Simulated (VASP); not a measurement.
# TiO2 (P4_2/mnm) in VASP: vibrations by perturbation theory with PBE

Aim: the vibrations by perturbation theory of TiO2 with PBE.

Everything below comes from runs of VASP 6.6.1. Logs are shortened: lines on timing, memory, paths and dates and some standing lists are left out, and cuts for length are marked.

### Step 1. The cell of the first run

Symmetry: P4_2/mnm, No. 136, tetragonal system. The conventional cell has a = 4.643 Å, b = 4.643 Å, c = 2.964 Å, α = 90.00°, β = 90.00°, γ = 90.00°. Within 2.6 Å of Ti (site symmetry mmm) lie 6 O at 1.96 to 2.00 Å. Within 2.6 Å of O (site symmetry m2m) lie 3 Ti at 1.96 to 2.00 Å and 1 O at 2.56 Å.

### Step 2. Vibrations by perturbation theory, PBE

File INCAR:

```
SYSTEM = TiO2
PREC     = Accurate       ! precision mode
ENCUT    = 600            ! plane-wave cutoff, eV
EDIFF    = 1E-8           ! SCF threshold, eV
ISMEAR   = 0              ! smearing method
SIGMA    = 0.01           ! smearing width, eV
LREAL    = .False.        ! projectors in reciprocal space
LASPH    = .True.         ! aspherical terms in the spheres
NELM     = 120            ! most SCF steps
ALGO     = Normal         ! electronic algorithm
ISIF     = 2              ! what is computed and relaxed
LWAVE    = .False.        ! write WAVECAR
LCHARG   = .True.         ! write CHGCAR
GGA      = PE             ! functional
IBRION   = 8              ! ionic algorithm
NSW      = 1              ! ionic steps
LEPSILON = .True.         ! dielectric tensor by DFPT
GGA_COMPAT= .False.
```

File KPOINTS:

```
regular mesh
0
Gamma
  6 6 8
  0 0 0
```

File POSCAR:

```
TiO2
1.0
    4.6432750094      0.0000000000      0.0000000000
    0.0000000000      4.6432750094      0.0000000000
    0.0000000000      0.0000000000      2.9638820250
Ti O
2 4
Direct
    0.0000000000      0.0000000000      0.0000000000
    0.5000000000      0.5000000000      0.5000000000
    0.3051282522      0.3051282522      0.0000000000
    0.1948717478      0.8051282522      0.5000000000
    0.6948717478      0.6948717478      0.0000000000
    0.8051282522      0.1948717478      0.5000000000
```

Potentials or basis: VASP PAW PBE potentials, release 64 (Ti_sv, O).

On the command line:

```sh
$ cat potpaw_PBE.64/Ti_sv/POTCAR potpaw_PBE.64/O/POTCAR > POTCAR
$ mpirun -np 1 vasp_std > vasp.out
```

OUTCAR:

```text
SYSTEM = TiO2
   PREC = Accurate
   ENCUT = 600
   EDIFF = 1E-8
   ISMEAR = 0
   LREAL = .False.
   LASPH = .True.
   NELM = 120
   ISIF = 2
   GGA = PE
   IBRION = 8
   NSW = 1
   LEPSILON = .True.

 ion  position               nearest neighbor table
   1  0.000  0.000  0.000-   4 1.96   6 1.96   4 1.96   6 1.96   5 2.00   3 2.00
   2  0.500  0.500  0.500-   3 1.96   5 1.96   3 1.96   5 1.96   4 2.00   6 2.00
   3  0.305  0.305  0.000-   2 1.96   2 1.96   1 2.00
   4  0.195  0.805  0.500-   1 1.96   1 1.96   2 2.00
   5  0.695  0.695  0.000-   2 1.96   2 1.96   1 2.00
   6  0.805  0.195  0.500-   1 1.96   1 1.96   2 2.00

  LATTYP: Found a simple tetragonal cell.
 ALAT       =     4.6432750094
 C/A-ratio  =     0.6383171402

  Lattice vectors:

 A1 = (   4.6432750094,   0.0000000000,   0.0000000000)
 A2 = (   0.0000000000,   4.6432750094,   0.0000000000)
 A3 = (   0.0000000000,   0.0000000000,   2.9638820250)

Analysis of symmetry for initial positions (statically):
=====================================================================
 Subroutine PRICEL returns:
 Original cell was already a primitive cell.

 Routine SETGRP: Setting up the symmetry group for a
 simple tetragonal supercell.

 Subroutine GETGRP returns: Found 16 space group operations
 (whereof  8 operations were pure point group operations)
 out of a pool of 16 trial point group operations.

The static configuration has the point symmetry D_2h.
 The point group associated with its full space group is D_4h.

Analysis of symmetry for dynamics (positions and initial velocities):
=====================================================================
 Subroutine PRICEL returns:
 Original cell was already a primitive cell.

 Routine SETGRP: Setting up the symmetry group for a
 simple tetragonal supercell.

 Subroutine GETGRP returns: Found 16 space group operations
 (whereof  8 operations were pure point group operations)
 out of a pool of 16 trial point group operations.

The dynamic configuration has the point symmetry D_2h.
 The point group associated with its full space group is D_4h.

 Subroutine INISYM returns: Found 16 space group operations
 (whereof  8 operations are pure point group operations),
 and found     1 'primitive' translations

----------------------------------------------------------------------------------------

[... 1000 lines left out ...]
  --------------------------------------------------------------------------------
  x     0.00000     0.00000     0.00000     0.00000     0.00000     0.00000
  y     0.00000     0.00000     0.00000     0.00000     0.00000     0.00000
  z     0.00000     0.00000     0.00000     0.00000     0.00000     0.00000

 PIEZOELECTRIC TENSOR (including local field effects)  for field in x, y, z        (C/m^2)
          XX          YY          ZZ          XY          YZ          ZX
  --------------------------------------------------------------------------------
  x     0.00000     0.00000     0.00000     0.00000     0.00000     0.00000
  y     0.00000     0.00000     0.00000     0.00000     0.00000     0.00000
  z     0.00000     0.00000     0.00000     0.00000     0.00000     0.00000

 BORN EFFECTIVE CHARGES (including local field effects) (in |e|, cummulative output)
 ---------------------------------------------------------------------------------
 ion    1
    1     6.23281     1.03120     0.00000
    2     1.03120     6.23281     0.00000
    3     0.00000     0.00000     7.78537
 ion    2
    1     6.23281    -1.03120     0.00000
    2    -1.03120     6.23281     0.00000
    3     0.00000     0.00000     7.78537
 ion    3
    1    -3.11640    -1.77981     0.00000
    2    -1.77981    -3.11640     0.00000
    3     0.00000     0.00000    -3.89269
 ion    4
    1    -3.11640     1.77981     0.00000
    2     1.77981    -3.11640     0.00000
    3     0.00000     0.00000    -3.89269
 ion    5
    1    -3.11640    -1.77981     0.00000
    2    -1.77981    -3.11640     0.00000
    3     0.00000     0.00000    -3.89269
 ion    6
    1    -3.11640     1.77981     0.00000
    2     1.77981    -3.11640     0.00000
    3     0.00000     0.00000    -3.89269

 INTERNAL STRAIN TENSOR FOR ION    6 for displacements in x,y,z  (eV/Angst):
          X           Y           Z          XY          YZ          ZX
  --------------------------------------------------------------------------------
  x     4.79833     2.47886     3.78895     0.41539     0.00000     0.00000
  y    -2.47886    -4.79833    -3.78895    -0.39012     0.00000     0.00000
  z     0.00000     0.00000     0.00000     0.00000    -5.30696     4.29607

 SECOND DERIVATIVES (NOT SYMMETRIZED)
 ------------------------------------
               1X          1Y          1Z          2X          2Y          2Z          3X          3Y          3Z          4X          4Y          4Z          5X          5Y          5Z          6X          6Y          6Z
  1X   -14.979263    5.519915    0.000000   14.033670   -0.011770    0.000000   -1.504144   -1.246661    0.000000    1.976940   -1.507411    0.000000   -1.504144   -1.246661    0.000000    1.976940   -1.507411    0.000000
  1Y     5.519915  -14.979263    0.000000   -0.011770   14.033670    0.000000   -1.246661   -1.504144    0.000000   -1.507411    1.976940    0.000000   -1.246661   -1.504144    0.000000   -1.507411    1.976940    0.000000
  1Z     0.000000    0.000000    0.142710    0.000000    0.000000    0.377994    0.000000    0.000000   -0.002429    0.000000    0.000000   -0.257924    0.000000    0.000000   -0.002429    0.000000    0.000000   -0.257924
  2X    14.033670    0.011770    0.000000  -14.979263   -5.519915    0.000000    1.976940    1.507411    0.000000   -1.504144    1.246661    0.000000    1.976940    1.507411    0.000000   -1.504144    1.246661    0.000000
  2Y     0.011770   14.033670    0.000000   -5.519915  -14.979263    0.000000    1.507411    1.976940    0.000000    1.246661   -1.504144    0.000000    1.507411    1.976940    0.000000    1.246661   -1.504144    0.000000
  2Z     0.000000    0.000000    0.377994    0.000000    0.000000    0.142710    0.000000    0.000000   -0.257924    0.000000    0.000000   -0.002429    0.000000    0.000000   -0.257924    0.000000    0.000000   -0.002429
  3X    -1.503770   -1.243670    0.000000    1.975051    1.514041    0.000000  -10.844361   -5.490004    0.000000   -0.699597    0.858676    0.000000    5.590654    5.224016    0.000000    5.482023   -0.863060    0.000000
  3Y    -1.243670   -1.503770    0.000000    1.514041    1.975051    0.000000   -5.490004  -10.844361    0.000000   -0.863060    5.482023    0.000000    5.224016    5.590654    0.000000    0.858676   -0.699597    0.000000
  3Z     0.000000    0.000000   -0.039797    0.000000    0.000000   -0.233955    0.000000    0.000000   -7.327901    0.000000    0.000000    1.962833    0.000000    0.000000    3.675987    0.000000    0.000000    1.962833
  4X     1.975051   -1.514041    0.000000   -1.503770    1.243670    0.000000   -0.699597   -0.858676    0.000000  -10.844361    5.490004    0.000000    5.482023    0.863060    0.000000    5.590654   -5.224016    0.000000
  4Y    -1.514041    1.975051    0.000000    1.243670   -1.503770    0.000000    0.863060    5.482023    0.000000    5.490004  -10.844361    0.000000   -0.858676   -0.699597    0.000000   -5.224016    5.590654    0.000000
  4Z     0.000000    0.000000   -0.233955    0.000000    0.000000   -0.039797    0.000000    0.000000    1.962833    0.000000    0.000000   -7.327901    0.000000    0.000000    1.962833    0.000000    0.000000    3.675987
  5X    -1.503770   -1.243670    0.000000    1.975051    1.514041    0.000000    5.590654    5.224016    0.000000    5.482023   -0.863060    0.000000  -10.844361   -5.490004    0.000000   -0.699597    0.858676    0.000000
  5Y    -1.243670   -1.503770    0.000000    1.514041    1.975051    0.000000    5.224016    5.590654    0.000000    0.858676   -0.699597    0.000000   -5.490004  -10.844361    0.000000   -0.863060    5.482023    0.000000
  5Z     0.000000    0.000000   -0.039797    0.000000    0.000000   -0.233955    0.000000    0.000000    3.675987    0.000000    0.000000    1.962833    0.000000    0.000000   -7.327901    0.000000    0.000000    1.962833
  6X     1.975051   -1.514041    0.000000   -1.503770    1.243670    0.000000    5.482023    0.863060    0.000000    5.590654   -5.224016    0.000000   -0.699597   -0.858676    0.000000  -10.844361    5.490004    0.000000
  6Y    -1.514041    1.975051    0.000000    1.243670   -1.503770    0.000000   -0.858676   -0.699597    0.000000   -5.224016    5.590654    0.000000    0.863060    5.482023    0.000000    5.490004  -10.844361    0.000000
  6Z     0.000000    0.000000   -0.233955    0.000000    0.000000   -0.039797    0.000000    0.000000    1.962833    0.000000    0.000000    3.675987    0.000000    0.000000    1.962833    0.000000    0.000000   -7.327901

 Eigenvectors and eigenvalues of the dynamical matrix
 ----------------------------------------------------

   1 f  =   23.139265 THz   145.388287 2PiTHz  771.842783 cm-1    95.696266 meV
             X         Y         Z           dx          dy          dz
      0.000000  0.000000  0.000000    -0.000000   -0.000000   -0.000000
      2.321638  2.321638  1.481941     0.000000    0.000000   -0.000000
      1.416794  1.416794  0.000000     0.353553    0.353553    0.000000
      0.904843  3.738432  1.481941     0.353553   -0.353553    0.000000
      3.226481  3.226481  0.000000    -0.353553   -0.353553   -0.000000
      3.738432  0.904843  1.481941    -0.353553    0.353553   -0.000000
[... 145 lines left out ...]
  18 f/i=    2.615432 THz    16.433241 2PiTHz   87.241405 cm-1    10.816551 meV
             X         Y         Z           dx          dy          dz
      0.000000  0.000000  0.000000     0.000000   -0.000000   -0.440821
      2.321638  2.321638  1.481941    -0.000000    0.000000   -0.440821
      1.416794  1.416794  0.000000     0.000000   -0.000000    0.390946
      0.904843  3.738432  1.481941     0.000000   -0.000000    0.390946
      3.226481  3.226481  0.000000     0.000000   -0.000000    0.390946
      3.738432  0.904843  1.481941     0.000000   -0.000000    0.390946

--------------------------------------------------------------------------------------------------------

 MACROSCOPIC STATIC DIELECTRIC TENSOR IONIC CONTRIBUTION
 ------------------------------------------------------
           2.195479    -0.000000    -0.000000
          -0.000000     2.195479     0.000000
          -0.000000     0.000000     0.000000
 ------------------------------------------------------

 ELASTIC MODULI CONTR FROM IONIC RELAXATION (kBar)
 Direction    XX          YY          ZZ          XY          YZ          ZX
 --------------------------------------------------------------------------------
 XX        -351.9047     75.9389   -143.6847      0.0000      0.0000      0.0000
 YY          75.9389   -351.9047   -143.6847     -0.0000     -0.0000     -0.0000
 ZZ        -143.6847   -143.6847   -149.6221      0.0000     -0.0000      0.0000
 XY           0.0000     -0.0000     -0.0000     -0.9314      0.0000      0.0000
 YZ           0.0000     -0.0000     -0.0000      0.0000   -256.6888      0.0000
 ZX           0.0000     -0.0000      0.0000      0.0000      0.0000   -168.2125
 --------------------------------------------------------------------------------

 PIEZOELECTRIC TENSOR IONIC CONTR  for field in x, y, z        (C/m^2)
          XX          YY          ZZ          XY          YZ          ZX
  --------------------------------------------------------------------------------
  x     0.00000    -0.00000     0.00000     0.00000    -0.00000    -0.00000
  y     0.00000    -0.00000    -0.00000    -0.00000     0.00000     0.00000
  z    -0.00000     0.00000    -0.00000    -0.00000    -0.00000    -0.00000
```

It took 45 min on 1 thread of Intel Xeon 6975P-C (Granite Rapids), shared host; peak memory 0.65 GiB.

What came out:

```yaml
Electronic_dielectric_tensor_diagonal: 7.37, 7.37, 8.99
Born_charges_mean_of_the_diagonal: Ti +6.75; O -3.38 e
Highest_phonon_frequency_at_Γ_LO-TO_splitting_left_out: 772 cm⁻¹
Most_unstable_mode: 87i cm⁻¹
```

Phonon frequencies in cm⁻¹ (negative: imaginary):
```csv
q point,frequencies
"(0.000, 0.000, 0.000)",-87 -42 -42 0 0 1 35 146 357 357 359 416 432 432 473 473 572 772
```

Electronic dielectric tensor:
```
7.37 0.00 0.00
0.00 7.37 0.00
0.00 0.00 8.99
```

Born effective charge tensors (e):
atom 1, Ti
```
6.23 1.03 0.00
1.03 6.23 0.00
0.00 0.00 7.79
```
atom 2, Ti
```
 6.23 -1.03  0.00
-1.03  6.23  0.00
 0.00  0.00  7.79
```
atom 3, O
```
-3.12 -1.78  0.00
-1.78 -3.12  0.00
 0.00  0.00 -3.89
```
atom 4, O
```
-3.12  1.78  0.00
 1.78 -3.12  0.00
 0.00  0.00 -3.89
```
atom 5, O
```
-3.12 -1.78  0.00
-1.78 -3.12  0.00
 0.00  0.00 -3.89
```
atom 6, O
```
-3.12  1.78  0.00
 1.78 -3.12  0.00
 0.00  0.00 -3.89
```

Caveat: some modes are imaginary.
